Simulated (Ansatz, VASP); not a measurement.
**MgS in VASP and in Ansatz**

The input INCAR:

```
PREC = Accurate ; ENCUT = 600
EDIFF = 1E-6 ; ISMEAR = -1
SIGMA = 0.05 ; LREAL = F
LASPH = T ; NELM = 100
ALGO = Normal ; ISIF = 3
LWAVE = F ; LCHARG = F
GGA = B5 ; ALDAX = 1.0
AGGAX = 1.0 ; AGGAC = 1.0
ALDAC = 0.0 ; IBRION = 2
NSW = 80 ; EDIFFG = -0.01
```

File KPOINTS:

```
regular mesh
0
Gamma
  8 8 8
```

Contents of POSCAR:

```
MgS
1.0
    0.0000000000      2.8331200468      2.8331200468
    2.8331200468      0.0000000000      2.8331200468
    2.8331200468      2.8331200468      0.0000000000
S Mg
1 1
Direct
    0.2500000000      0.2500000000      0.2500000000
    0.0000000000      0.0000000000      0.0000000000
```

File input.yaml:

```yaml
crystal:
  lattice:
    - [0.0, 2.8331200468, 2.8331200468]
    - [2.8331200468, 0.0, 2.8331200468]
    - [2.8331200468, 2.8331200468, 0.0]
  atoms:
    - { symbol: S, position: [0.25, 0.25, 0.25] }
    - { symbol: Mg, position: [0.0, 0.0, 0.0] }
kpoints:
  mp_grid: { grid: [8, 8, 8] }
scf:
  occupations: { method: fermi_dirac, width: 0.05 }
hamiltonian:
  xc: blyp
  pseudopotentials: { kind: all_electron, lapw: { basis_error: 0.001 } }
output:
  forces: true
  stress: true
relax:
  f_tol: 0.01
  max_steps: 60
  cell: {}
```

Alike in both runs: task relaxation of cell and atoms; functional BLYP; k mesh 8 × 8 × 8; occupations fermi-dirac, width 0.05 eV; no spin polarisation.

|  | VASP | Ansatz |
| --- | --- | --- |
| version | VASP 6.6.1 | Ansatz 0.2.0 |
| potentials or method | VASP PAW PBE potentials, release 64 (S, Mg), cutoff 600 eV | all-electron LAPW, scalar-relativistic |

|  | VASP | Ansatz | Ansatz less VASP |
| --- | --- | --- | --- |
| relaxed volume (Å³/atom) | 23.67 | 23.71 | +0.047 |
| relaxed cell length with the largest relative difference (Å) | 4.060 | 4.063 | +0.0027 |

VASP's potentials were made for PBE, not for BLYP. Ansatz ran all-electron here, and VASP with PAW potentials.
